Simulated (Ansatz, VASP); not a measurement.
**One calculation of TiAl3, two programs**

The input POSCAR:

```
TiAl3
1.0
    3.8622407174      0.0000000000      0.0000000000
    0.0000000000      3.8622407174      0.0000000000
    0.0000000000      0.0000000000      8.6494683749
Ti Al
2 6
Direct
    0.0000000000      0.0000000000      0.0000000000
    0.5000000000      0.5000000000      0.5000000000
    0.5000000000      0.5000000000      0.0000000000
    0.0000000000      0.5000000000      0.2500000000
    0.5000000000      0.0000000000      0.2500000000
    0.0000000000      0.0000000000      0.5000000000
    0.5000000000      0.0000000000      0.7500000000
    0.0000000000      0.5000000000      0.7500000000
```

The input INCAR.step1:

```
PREC = Accurate
ENCUT = 520
ISMEAR = 0
SIGMA = 0.1
LREAL = False
LASPH = True
NELM = 80
NBANDS = 31
GGA = PE
ALGO = Normal
EDIFF = 1E-4
LWAVE = True
LCHARG = False
```

The input INCAR.step2:

```
PREC = Accurate
ENCUT = 520
EDIFF = 1E-6
ISMEAR = 0
SIGMA = 0.1
LREAL = False
LASPH = True
NELM = 80
ALGO = Normal
ISIF = 2
LWAVE = False
LCHARG = False
METAGGA = R2SCAN
LMIXTAU = True
NBANDS = 31
ISTART = 1
```

File KPOINTS:

```
regular mesh
0
Gamma
  10 10 4
```

Input for Ansatz:

```yaml
crystal:
  lattice:
    - [3.8622407174, 0.0, 0.0]
    - [0.0, 3.8622407174, 0.0]
    - [0.0, 0.0, 8.6494683749]
  atoms:
    - { symbol: Ti, position: [0.0, 0.0, 0.0] }
    - { symbol: Ti, position: [0.5, 0.5, 0.5] }
    - { symbol: Al, position: [0.5, 0.5, 0.0] }
    - { symbol: Al, position: [0.0, 0.5, 0.25] }
    - { symbol: Al, position: [0.5, 0.0, 0.25] }
    - { symbol: Al, position: [0.0, 0.0, 0.5] }
    - { symbol: Al, position: [0.5, 0.0, 0.75] }
    - { symbol: Al, position: [0.0, 0.5, 0.75] }
basis:
  ecutwfc: 500
kpoints:
  mp_grid: { grid: [10, 10, 4] }
hamiltonian:
  xc: r2scan
scf:
  occupations: { method: gaussian, width: 0.1 }
output:
  forces: true
  stress: true
  eigenvalues: true
```

Change from the starting cell: equal strain along all axes, cell held, atoms relaxed: +1.0 %.

Alike in both runs: task single point; functional r2SCAN; k mesh 10 × 10 × 4; occupations gaussian, width 0.1 eV; no spin polarisation.

|  | VASP | Ansatz |
| --- | --- | --- |
| version | VASP 6.6.1 | Ansatz 0.2.0 |
| potentials or method | VASP PAW PBE potentials, release 64 (Ti_sv, Al), cutoff 520 eV | scalar-relativistic, plane waves, PAW |
| valence electrons in the cell | 42 | 42 |

```csv
,VASP,Ansatz,Ansatz less VASP
gap on the k mesh at the Fermi level (eV),none,none,-
pressure (GPa),-3.3,-3.3,+0.03
"traceless stress, the component that is largest in VASP (GPa)",0.19,0.17,-0.018
```

VASP's potentials were made for PBE, not for r2SCAN. A gap of «none» marks a metal or a gap that the smearing closes. The functional is the same, so the differences come from potentials, cutoffs and numerics.
